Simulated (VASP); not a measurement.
Set up this calculation in VASP 6.6.1, as the native input.

```
Task                   : single point
Functional             : PBE
Potentials or basis    : VASP PAW PBE potentials, release 64 (Al, H, Rh_pv)
Cutoff                 : 520 eV
k mesh                 : 10 × 10 × 12
Occupations            : gaussian, width 0.1 eV
Spin                   : no spin polarisation
Dipole correction      : no
Further INCAR settings : ALGO = Normal; EDIFF = 1e-06; NBANDS = 21
```

The structure of Al2H3Rh lies in POSCAR:

```
Al2H3Rh
1.0
    2.9207030963     -3.1534892253      0.0000000000
    2.9207030963      3.1534892253      0.0000000000
    0.0000000000      0.0000000000      3.0116379218
Al H Rh
2 3 1
Direct
    0.5000000000      0.0000000000      0.5000000000
    0.0000000000      0.5000000000      0.5000000000
    0.2177113103      0.2177113103      0.0000000000
    0.7822886897      0.7822886897      0.0000000000
    0.0000000000      0.0000000000      0.5000000000
    0.5000000000      0.5000000000      0.0000000000
```

The cell was generated, and may not be a known phase.

The input as run:

INCAR

```
SYSTEM = Al2H3Rh
PREC     = Accurate       ! precision mode
ENCUT    = 520            ! plane-wave cutoff, eV
EDIFF    = 1E-6           ! SCF threshold, eV
ISMEAR   = 0              ! smearing method
SIGMA    = 0.1            ! smearing width, eV
LREAL    = .False.        ! projectors in reciprocal space
LASPH    = .True.         ! aspherical terms in the spheres
NELM     = 80             ! most SCF steps
ALGO     = Normal         ! electronic algorithm
ISIF     = 2              ! what is computed and relaxed
LWAVE    = .False.        ! write WAVECAR
LCHARG   = .False.        ! write CHGCAR
GGA      = PE             ! functional
NBANDS   = 21             ! bands
```

KPOINTS

```
regular mesh
0
Gamma
  10 10 12
  0 0 0
```

Potentials or basis: VASP PAW PBE potentials, release 64 (Al, H, Rh_pv).

Launch:

```sh
$ cat potpaw_PBE.64/Al/POTCAR potpaw_PBE.64/H/POTCAR potpaw_PBE.64/Rh_pv/POTCAR > POTCAR
$ mpirun -np 1 vasp_std > vasp.out
```

It gave:

The pressure is -0.1 GPa, the largest force is 0.008 eV/Å and the band gap on the k mesh is zero (bands 12 and 13 overlap by 0.20 eV).

Run time: 57 s on 1 thread of Intel(R) Xeon(R) 6975P-C (Granite Rapids) (shared host), peak memory 0.35 GiB.
